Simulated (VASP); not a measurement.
# MgF2 (P4_2/mnm) in VASP: further runs, part 2 of 2

VASP 6.6.1. The steps go on from the part before.

**4. Single point, HSE06 (epitaxial xy strain +1.0%)**

Input file POSCAR:

```
MgF2
1.0
    4.6682361545      0.0000000000      0.0000000000
    0.0000000000      4.6682361545      0.0000000000
    0.0000000000      0.0000000000      3.0276291993
Mg F
2 4
Direct
    0.0000000000      0.0000000000      0.0000000000
    0.5000000000      0.5000000000      0.5000000000
    0.3029505751      0.3029505751      0.0000000000
    0.1970494249      0.8029505751      0.5000000000
    0.8029505751      0.1970494249      0.5000000000
    0.6970494249      0.6970494249      0.0000000000
```

Input file INCAR.step1:

```
  PREC = Accurate
  ENCUT = 520
  EDIFF = 1E-5
  ISMEAR = 0
  SIGMA = 0.01
  LREAL = F
  LASPH = T
  NELM = 120
  ALGO = Normal
  ISIF = 2
  LWAVE = T
  NBANDS = 25
  GGA = PE
  GGA_COMPAT = F
  KPAR = 4
```

Input file INCAR.step2:

```
  PREC = Accurate
  ENCUT = 520
  EDIFF = 1E-6
  ISMEAR = 0
  SIGMA = 0.01
  LREAL = F
  LASPH = T
  NELM = 120
  ALGO = Normal
  ISIF = 2
  LWAVE = F
  LCHARG = T
  GGA = PE
  LHFCALC = T
  HFSCREEN = 0.2079
  PRECFOCK = Normal
  LVHAR = T
  NBANDS = 25
  ISTART = 1
  GGA_COMPAT = F
  KPAR = 4
```

Input file KPOINTS:

```
Automatic mesh
0
Gamma
  4 4 6
```

Potentials or basis: VASP PAW PBE potentials, release 64 (Mg, F).

Command:

```
> cat potpaw_PBE.64/Mg/POTCAR potpaw_PBE.64/F/POTCAR > POTCAR
> cp INCAR.step1 INCAR
> mpirun -np 4 vasp_std > vasp.out
> cp INCAR.step2 INCAR
> mpirun -np 4 vasp_std > vasp.out
```

OUTCAR:

```text
PREC = Accurate
   ENCUT = 520
   EDIFF = 1E-6
   ISMEAR = 0
   LREAL = F
   LASPH = T
   NELM = 120
   ISIF = 2
   GGA = PE
   LHFCALC = T
   HFSCREEN = 0.2079
   PRECFOCK = Normal
   ISTART = 1

 ion  position               nearest neighbor table
   1  0.000  0.000  0.000-   4 2.00   5 2.00   4 2.00   5 2.00   3 2.00   6 2.00   2 3.63   2 3.63
                             2 3.63   2 3.63   2 3.63   2 3.63   2 3.63   2 3.63
   2  0.500  0.500  0.500-   3 2.00   6 2.00   3 2.00   6 2.00   5 2.00   4 2.00   1 3.63   1 3.63
                             1 3.63   1 3.63   1 3.63   1 3.63   1 3.63   1 3.63
   3  0.303  0.303  0.000-   2 2.00   2 2.00   1 2.00
   4  0.197  0.803  0.500-   1 2.00   1 2.00   2 2.00
   5  0.803  0.197  0.500-   1 2.00   1 2.00   2 2.00
   6  0.697  0.697  0.000-   2 2.00   2 2.00   1 2.00

  LATTYP: Found a simple tetragonal cell.
 ALAT       =     4.6682361545
 C/A-ratio  =     0.6485595628

  Lattice vectors:

 A1 = (   4.6682361545,   0.0000000000,   0.0000000000)
 A2 = (   0.0000000000,   4.6682361545,   0.0000000000)
 A3 = (   0.0000000000,   0.0000000000,   3.0276291993)

Analysis of symmetry for initial positions (statically):
=====================================================================
 Subroutine PRICEL returns:
 Original cell was already a primitive cell.

 Routine SETGRP: Setting up the symmetry group for a
 simple tetragonal supercell.

 Subroutine GETGRP returns: Found 16 space group operations
 (whereof  8 operations were pure point group operations)
 out of a pool of 16 trial point group operations.

The static configuration has the point symmetry D_2h.
 The point group associated with its full space group is D_4h.

Analysis of symmetry for dynamics (positions and initial velocities):
=====================================================================
 Subroutine PRICEL returns:
[... 145 lines left out ...]
   ENCUT4O =  -1.0   cutoff for four orbital integrals eV
   NKREDX  =     1    reduce k-point grid by
   NKREDY  =     1    reduce k-point grid by
   NKREDZ  =     1    reduce k-point grid by
   AEXX    =    0.2500 exact exchange contribution
   HFSCREEN=    0.2079 screening length (either q_TF or 0.3 A-1)
   HFSCREENC=   0.2079 screening length for correlation (either q_TF or 0.3 A-1)
   ENCUTFOCK=  -1.0 apply spherical cutoff to Coloumb kernel
   IVDW    =     0    specifies the selected vdW correction
   LEPSILON=     F    determine dielectric tensor
   LRPA    =     F    only Hartree local field effects (RPA)
 non-spin polarized calculation
 Gauss-broadening in eV      SIGMA  =   0.01
  energy-cutoff  :      520.00
  volume of cell :       65.98
 maximum number of plane-waves:      1803
 NGX is ok and might be reduce to    36
  NGX = 28; NGY = 28; NGZ = 18

 number of electron      32.0000019 magnetization

 Free energy of the ion-electron system (eV)
  ---------------------------------------------------
  ext. energy  EPLUGINS =         0.00000000
  ---------------------------------------------------
  free energy    TOTEN  =       -38.30655255 eV

  energy without entropy =      -38.30655255  energy(sigma->0) =      -38.30655255

 E-fermi :  -3.0163     XC(G=0):  -7.9393

 val. band max:       -3.0583929233   @ k =   0.0000   0.0000   0.0000
 cond. band min:       6.2716987683   @ k =   0.0000   0.0000   0.0000
 fundamental gap:      9.3300916916
 Fermi energy:        -3.0162879645

 k-point     1 :       0.0000    0.0000    0.0000
  band No.  band energies     occupation
      1     -25.3245      2.00000
      2     -24.5315      2.00000
      3     -24.5315      2.00000
      4     -24.4299      2.00000
      5      -7.2014      2.00000
      6      -5.6090      2.00000
[... 661 lines left out ...]
     24      14.6496      0.00000
     25      17.3243      0.00000

------------------------ aborting loop because EDIFF is reached ----------------------------------------

  FORCE on cell =-STRESS in cart. coord.  units (eV):
  Direction    XX          YY          ZZ          XY          YZ          ZX
  --------------------------------------------------------------------------------------
  -------------------------------------------------------------------------------------
  Total       -0.4902902     -0.4902902      0.2748799      0.0000000      0.0000000      0.0000000
  in kB      -11.9057153    -11.9057153      6.6749081      0.0000000      0.0000000      0.0000000
  external PRESSURE =      -5.7121742 kB  Pullay stress =       0.0000000 kB

 VOLUME and BASIS-vectors are now :
 -----------------------------------------------------------------------------
  energy-cutoff  :      520.00
  volume of cell :       65.98
      direct lattice vectors                 reciprocal lattice vectors
     4.668236154  0.000000000  0.000000000     0.214213670  0.000000000  0.000000000
     0.000000000  4.668236154  0.000000000     0.000000000  0.214213670  0.000000000
     0.000000000  0.000000000  3.027629199     0.000000000  0.000000000  0.330291437

 POSITION                                       TOTAL-FORCE (eV/Angst)
 -----------------------------------------------------------------------------------
      0.00000      0.00000      0.00000         0.000000      0.000000      0.000000
      2.33412      2.33412      1.51381         0.000000      0.000000      0.000000
      1.41424      1.41424      0.00000         0.012010      0.012010     -0.000000
      0.91987      3.74836      1.51381        -0.012010      0.012010      0.000000
      3.74836      0.91987      1.51381         0.012010     -0.012010      0.000000
      3.25399      3.25399      0.00000        -0.012010     -0.012010      0.000000
 -----------------------------------------------------------------------------------
    total drift:                               -0.000014     -0.000014      0.000000

  FREE ENERGIE OF THE ION-ELECTRON SYSTEM (eV)
  ---------------------------------------------------
  free  energy   TOTEN  =       -38.3065525529 eV

  energy  without entropy=      -38.3065525529  energy(sigma->0) =      -38.30655255
```

Run time: 19 min. Hardware: 4 MPI ranks of Intel Xeon 6975P-C (Granite Rapids), shared host; peak memory 0.3 GiB.

Results:

```
Free energy            : -38.3066 eV
Pressure               : -0.6 GPa
Largest force          : 0.017 eV/Å
Band gap on the k mesh : 9.33 eV, direct
```

Forces in eV/Å, atoms in the order of the input:
```
Mg   0.000  0.000  0.000
Mg   0.000  0.000  0.000
F    0.012  0.012  0.000
F   -0.012  0.012  0.000
F    0.012 -0.012  0.000
F   -0.012 -0.012  0.000
```

Levels at points of the mesh, in eV from the valence-band top:
```
           k point  band 14  band 15  band 16  band 17  band 18  band 19
(0.00, 0.00, 0.00)    -0.30    -0.30     0.00     9.33    14.62    14.62
(0.50, 0.00, 0.00)    -0.92    -0.38    -0.38    11.78    11.78    15.91
(0.50, 0.50, 0.00)    -0.93    -0.82    -0.82    13.57    13.57    13.59
(0.00, 0.00, 0.50)    -1.16    -0.89    -0.89    14.28    14.28    17.48
(0.50, 0.00, 0.50)    -0.74    -0.69    -0.69    15.13    15.13    15.97
(0.50, 0.50, 0.50)    -0.64    -0.49    -0.49    15.64    15.64    15.65
```

Caveat: the cell differs from its parent crystal (epitaxial xy strain +1.0%); the PAW data sets were made with another functional, which shifts forces and pressure a little.

**5. Overview**

```tsv
cell	gap on the mesh (eV)	pressure (GPa)	largest force (eV/Å)
a = 4.437, b = 4.437, c = 3.134 Å, 6 atoms	9.69	6.8	0.01
a = 4.483, b = 4.483, c = 3.110 Å, 6 atoms	9.63	5.1	0.01
a = 4.668, b = 4.668, c = 3.028 Å, 6 atoms	9.33	-0.6	0.02
```

Alike in all rows: task single point; level HSE06; potentials or basis VASP PAW PBE potentials, release 64 (Mg, F); no spin polarisation; k mesh 4 × 4 × 6; cutoff (eV) 520; smearing gaussian 0.01 eV.

Caveats: the PAW data sets were made with another functional, which shifts forces and pressure a little.

Total energies depend on the potentials used, so only differences within one code and one set of settings carry meaning.
